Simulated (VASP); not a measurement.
# InSe in VASP: further runs

InSe is run at these levels: PBEsol; tasks: electric field gradients.

All numbers are computed with VASP 6.6.1; they aren't measurements. Logs are shortened: lines on timing, memory, paths and dates and some standing lists are left out, and cuts for length are marked.

## (1) The cell of the first run

The typed cell holds 4 atoms: a = 6.198 Å, b = 6.237 Å, c = 4.595 Å, α = 108.46°, β = 108.82°, γ = 38.60°.

## (2) Electric field gradients, PBEsol (equal xy, yz and zx shear strains of +1 %)

INCAR

```
ALGO = Normal
EDIFF = 1E-8
ENCUT = 520
GGA = PS
ISIF = 2
ISMEAR = -1
LASPH = T
LCHARG = F
LEFG = T
LREAL = F
LWAVE = F
NBANDS = 27
NELM = 80
PREC = Accurate
SIGMA = 0.02
```

KPOINTS

```
k-points
0
Gamma
  7 7 6
```

POSCAR

```
InSe
1.0
    5.8576276766     -2.0256604866      0.0190645134
    5.8781776766      2.0843395134      0.0396145134
   -1.5777974142      0.0136212036      4.3156593279
In Se
2 2
Direct
    0.8840000000      0.8840000000      0.0050000000
    0.1160000000      0.1160000000      0.9950000000
    0.6600000000      0.6600000000      0.6420000000
    0.3400000000      0.3400000000      0.3580000000
```

Potentials or basis: VASP PAW PBE potentials, release 64 (In_d, Se).

Run with:

```console
$ cat potpaw_PBE.64/In_d/POTCAR potpaw_PBE.64/Se/POTCAR > POTCAR
$ mpirun -np 1 vasp_std > vasp.out
```

OUTCAR:

```text
EDIFF = 1E-8
   ENCUT = 520
   GGA = PS
   ISIF = 2
   ISMEAR = -1
   LASPH = T
   LREAL = F
   NELM = 80
   PREC = Accurate

 ion  position               nearest neighbor table
   1  0.884  0.884  0.005-   3 2.59   2 2.74   4 2.77   4 2.78   2 3.73   2 3.76
   2  0.116  0.116  0.995-   4 2.59   1 2.74   3 2.77   3 2.78   1 3.73   1 3.76
   3  0.660  0.660  0.642-   1 2.59   2 2.77   2 2.78
   4  0.340  0.340  0.358-   2 2.59   1 2.77   1 2.78

  LATTYP: Found a triclinic cell.
 ALAT       =    11.8494607719
 B/A-ratio  =     0.7218772246
 C/A-ratio  =     1.2342115914
 COS(alpha) =     0.0040368376
 COS(beta)  =     0.5245820851
 COS(gamma) =     0.8505599213

  Lattice vectors:

 A1 = ( -10.1785579390,  -4.1823002304,  -4.3948883547)
 A2 = (  -5.8987276766,  -6.1943395134,  -0.0601645134)
 A3 = (  -8.5391105248,   8.1340785660,  -8.6488976826)

Analysis of symmetry for initial positions (statically):
=====================================================================
 Subroutine PRICEL returns:
 Original cell was already a primitive cell.

 Routine SETGRP: Setting up the symmetry group for a
 triclinic supercell.

 Subroutine GETGRP returns: Found  2 space group operations
 (whereof  2 operations were pure point group operations)
 out of a pool of  2 trial point group operations.

The static configuration has the point symmetry S_2 .

Analysis of symmetry for dynamics (positions and initial velocities):
=====================================================================
 Subroutine PRICEL returns:
 Original cell was already a primitive cell.

 Routine SETGRP: Setting up the symmetry group for a
 triclinic supercell.

 Subroutine GETGRP returns: Found  2 space group operations
 (whereof  2 operations were pure point group operations)
 out of a pool of  2 trial point group operations.

The dynamic configuration has the point symmetry S_2 .

 Subroutine INISYM returns: Found  2 space group operations
 (whereof  2 operations are pure point group operations),
 and found     1 'primitive' translations

----------------------------------------------------------------------------------------

                                     Primitive cell

  volume of cell :     104.2662

  direct lattice vectors                    reciprocal lattice vectors
     5.857627677 -2.025660487  0.019064513     0.086267285 -0.243901884  0.032308977
     5.878177677  2.084339513  0.039614513     0.083846180  0.242740332  0.029887871
    -1.577797414  0.013621204  4.315659328    -0.001150732 -0.001150732  0.231297231

  length of vectors
     6.198021125  6.236907352  4.595056654     0.260718322  0.258546583  0.231302956

  position of ions in fractional coordinates (direct lattice)
     0.884000000  0.884000000  0.005000000
     0.116000000  0.116000000  0.995000000
     0.660000000  0.660000000  0.642000000
     0.340000000  0.340000000  0.358000000

  ion indices of the primitive-cell ions
   primitive index   ion index
                 1           1
                 2           2
                 3           3
                 4           4

----------------------------------------------------------------------------------------

 KPOINTS: k-points

Automatic generation of k-mesh.
 Grid dimensions read from file:
 generate k-points for:    7    7    6

 Generating k-lattice:

  Cartesian coordinates                     Fractional coordinates (reciprocal lattice)
     0.012323898 -0.034843126  0.004615568     0.142857143  0.000000000  0.000000000
     0.011978026  0.034677190  0.004269696    -0.000000000  0.142857143  0.000000000
    -0.000191789 -0.000191789  0.038549538    -0.000000000  0.000000000  0.166666667

  Length of vectors
     0.037245475  0.036935226  0.038550493

  Shift w.r.t. Gamma in fractional coordinates (k-lattice)
     0.000000000  0.000000000  0.000000000

 Subroutine IBZKPT returns following result:
 ===========================================

 Found    148 irreducible k-points:

 Following reciprocal coordinates:
            Coordinates               Weight
  0.000000  0.000000  0.000000      1.000000
  0.142857 -0.000000 -0.000000      2.000000
  0.285714 -0.000000 -0.000000      2.000000
  0.428571  0.000000 -0.000000      2.000000
  0.000000  0.142857  0.000000      2.000000
  0.142857  0.142857  0.000000      2.000000
[... 16 lines left out ...]
 -0.428571  0.428571 -0.000000      2.000000
 -0.285714  0.428571 -0.000000      2.000000
 [... further k-points ...]
   k-points           NKPTS =    148   k-points in BZ     NKDIM =    148   number of bands    NBANDS=     27
   number of dos      NEDOS =    301   number of ions     NIONS =      4
   total plane-waves  NPLWV =  82944
   dimension x,y,z NGX =    48 NGY =   48 NGZ =   36
   dimension x,y,z NGXF=    96 NGYF=   96 NGZF=   72
   ions per type =               2   2
   NGX,Y,Z   is equivalent  to a cutoff of  12.87, 12.79, 13.02 a.u.
   NGXF,Y,Z  is equivalent  to a cutoff of  25.75, 25.59, 26.05 a.u.
 SYSTEM =  unknown system
   PREC   = accura    normal or accurate (medium, high low for compatibility)
   ISTART =      0    job   : 0-new  1-cont  2-samecut
   ICHARG =      2    charge: 1-file 2-atom 10-const
   ISPIN  =      1    spin polarized calculation?
   LNONCOLLINEAR =      F non collinear calculations
   LSORBIT =      F    spin-orbit coupling
   LASPH  =      T    aspherical Exc in radial PAW
   ENCUT  =  520.0 eV  38.22 Ry    6.18 a.u.  11.52 11.60  8.54*2*pi/ulx,y,z
   NELM   =     80;   NELMIN=  2; NELMDL= -5     # of ELM steps
   EDIFF  = 0.1E-07   stopping-criterion for ELM
   LREAL  =      F    real-space projection
   EDIFFG = 0.1E-06   stopping-criterion for IOM
   NSW    =      0    number of steps for IOM
   IBRION =     -1    ionic relax: 0-MD 1-quasi-New 2-CG
   NFREE  =      0    steps in history (QN), initial steepest desc. (CG)
   ISIF   =      2    stress and relaxation
   ISYM   =      2    0-nonsym 1-usesym 2-fastsym
   POTIM  = 0.5000    time-step for ionic-motion
   TEBEG  =    0.0;   TEEND  =   0.0 temperature during run
   PSTRESS=    0.0 pullay stress
   NELECT =      38.0000    total number of electrons
   NUPDOWN=      -1.0000    fix difference up-down
   EMIN   =  10.00;   EMAX   =-10.00  energy-range for DOS
   EFERMI =   0.00;   METHOD = LEGACY
   ISMEAR =    -1;   SIGMA  =   0.02  broadening in eV -4-tet -1-fermi 0-gaus
   EFERMI_NEDOS =   21; number of points for ismear=-14 and -15
   IALGO  =     38    algorithm
   IMIX   =      4    mixing-type and parameters
     AMIX     =   0.40;   BMIX     =  1.00
     AMIX_MAG =   1.60;   BMIX_MAG =  1.00
  volume/ion in A,a.u.               =      26.07       175.91
  Fermi-wavevector in a.u.,A,eV,Ry     =   1.169378  2.209804 18.605215  1.367445
  Thomas-Fermi vector in A             =   2.305852
   LORBIT       =      0    0 simple, 1 ext, 2 COOP (PROOUT), +10 PAW based schemes
   GGA     = PS    functional components
   LHFCALC =     F    Hartree Fock is set to
   AEXX    =    0.0000 exact exchange contribution
   IVDW    =     0    specifies the selected vdW correction
   LEPSILON=     F    determine dielectric tensor
   LRPA    =     F    only Hartree local field effects (RPA)
 non-spin polarized calculation
  energy-cutoff  :      520.00
  volume of cell :      104.27
 maximum number of plane-waves:      2832
 NGX is ok and might be reduce to    48
   NGX = 23   NGY = 23   NGZ = 17

 number of electron      38.0000001 magnetization

 Free energy of the ion-electron system (eV)
  ---------------------------------------------------
  ext. energy  EPLUGINS =         0.00000000
  ---------------------------------------------------
  free energy    TOTEN  =       -15.46605757 eV

  energy without entropy =      -15.46605757  energy(sigma->0) =      -15.46605757

 E-fermi :   5.2503     XC(G=0):  -9.7660

 val. band max:        4.8015097633   @ k =  -0.2857  -0.2857   0.3333
 cond. band min:       5.6433894061   @ k =   0.4286   0.4286   0.0000
 fundamental gap:      0.8418796427
 Fermi energy:         5.2502976282

 k-point     1 :       0.0000    0.0000    0.0000
  band No.  band energies     occupation
      1      -9.8371      2.00000
      2      -9.7982      2.00000
      3      -9.4961      2.00000
      4      -9.4767      2.00000
      5      -9.4370      2.00000
      6      -9.4338      2.00000
[... 19 lines left out ...]
     26      11.7939      0.00000
     27      13.3450      0.00000
[... 667 lines left out ...]
      5      -9.4803      2.00000
      6      -9.4215      2.00000
[... 19 lines left out ...]
     26      11.1359      0.00000
     27      11.2655      0.00000

 [... further k-points ...]
[... 5 lines left out ...]
  --------------------------------------------------------------------------------------
  -------------------------------------------------------------------------------------
  Total        1.0909222     -0.8956345     -0.5576633     -0.0984378     -0.1257788      1.1043890
  in kB       16.7633542    -13.7625205     -8.5691794     -1.5126167     -1.9327453     16.9702883
  external PRESSURE =      -1.8561152 kB  Pullay stress =       0.0000000 kB

 VOLUME and BASIS-vectors are now :
 -----------------------------------------------------------------------------
  energy-cutoff  :      520.00
  volume of cell :      104.27
      direct lattice vectors                 reciprocal lattice vectors
     5.857627677 -2.025660487  0.019064513     0.086267285 -0.243901884  0.032308977
     5.878177677  2.084339513  0.039614513     0.083846180  0.242740332  0.029887871
    -1.577797414  0.013621204  4.315659328    -0.001150732 -0.001150732  0.231297231

 POSITION                                       TOTAL-FORCE (eV/Angst)
 -----------------------------------------------------------------------------------
     10.36656      0.05194      0.07345        -0.218416      0.012238      0.468057
     -0.20856      0.02036      4.30089         0.218416     -0.012238     -0.468057
      6.73269      0.04747      2.80938        -0.625684      0.040445      0.009657
      3.42532      0.02483      1.56496         0.625684     -0.040445     -0.009657
 -----------------------------------------------------------------------------------
    total drift:                               -0.000000     -0.000000      0.000000

  FREE ENERGIE OF THE ION-ELECTRON SYSTEM (eV)
  ---------------------------------------------------
  free  energy   TOTEN  =       -15.4660575706 eV

  energy  without entropy=      -15.4660575706  energy(sigma->0) =      -15.46605757

 Electric field gradients (V/A^2)
---------------------------------------------------------------------
 ion       V_xx      V_yy      V_zz      V_xy      V_xz      V_yz
---------------------------------------------------------------------
   1    -172.604    92.615    79.989    -2.970   -40.851    -0.239
   2    -172.604    92.615    79.989    -2.970   -40.851    -0.239
   3      68.555   -22.683   -45.872     3.796    18.454     3.951
   4      68.555   -22.683   -45.872     3.796    18.454     3.951
---------------------------------------------------------------------

 Electric field gradients after diagonalization (V/A^2)
 (convention: |V_zz| > |V_xx| > |V_yy|)
----------------------------------------------------------------------
 ion       V_xx      V_yy      V_zz     asymmetry (V_yy - V_xx)/ V_zz
----------------------------------------------------------------------
   1      92.656    86.423  -179.078       0.035
   2      92.656    86.423  -179.078       0.035
   3     -49.192   -22.468    71.660       0.373
   4     -49.192   -22.468    71.660       0.373
----------------------------------------------------------------------

           NMR quadrupolar parameters

 Cq : quadrupolar parameter    Cq=e*Q*V_zz/h
 eta: asymmetry parameters     (V_yy - V_xx)/ V_zz
 Q  : nuclear electric quadrupole moment in mb (millibarn)
----------------------------------------------------------------------
 ion       Cq(MHz)       eta       Q (mb)
----------------------------------------------------------------------
   1      -0.433       0.035       1.000
   2      -0.433       0.035       1.000
   3       0.173       0.373       1.000
   4       0.173       0.373       1.000
----------------------------------------------------------------------
```

It took 13 min on 1 thread of Intel Xeon 8259CL, shared host; peak memory 0.53 GiB.

What came out:

```yaml
Free_energy: -15.4661 eV
Pressure: -0.2 GPa
Largest_force: 0.627 eV/Å
Band_gap_on_the_k_mesh: 0.84 eV (least direct gap 1.26 eV)
Largest_electric_field_gradient_by_atom: In -179.1; Se +71.7 V/Å²
```

Forces in eV/Å, atoms in the order of the input:
```
In  -0.218  0.012  0.468
In   0.218 -0.012 -0.468
Se  -0.626  0.040  0.010
Se   0.626 -0.040 -0.010
```

Electric field gradients, principal values (V/Å²):
| atom | least | middle | greatest (by size) |
| --- | --- | --- | --- |
| 1 In | 86.423 | 92.656 | -179.078 |
| 2 In | 86.423 | 92.656 | -179.078 |
| 3 Se | -22.468 | -49.192 | 71.660 |
| 4 Se | -22.468 | -49.192 | 71.660 |

Caveat: the cell differs from its parent crystal (equal xy, yz and zx shear strains of +1 %); without QUAD_EFG the Cq values of the log hold for a quadrupole moment of 1 mb, not for the nuclei; the PAW data sets were made with another functional, which shifts forces and pressure a little; spin-orbit coupling is left out, which moves the levels of the heavy elements. A k mesh can miss the band edges.

(Continued in part 2 of 2.)
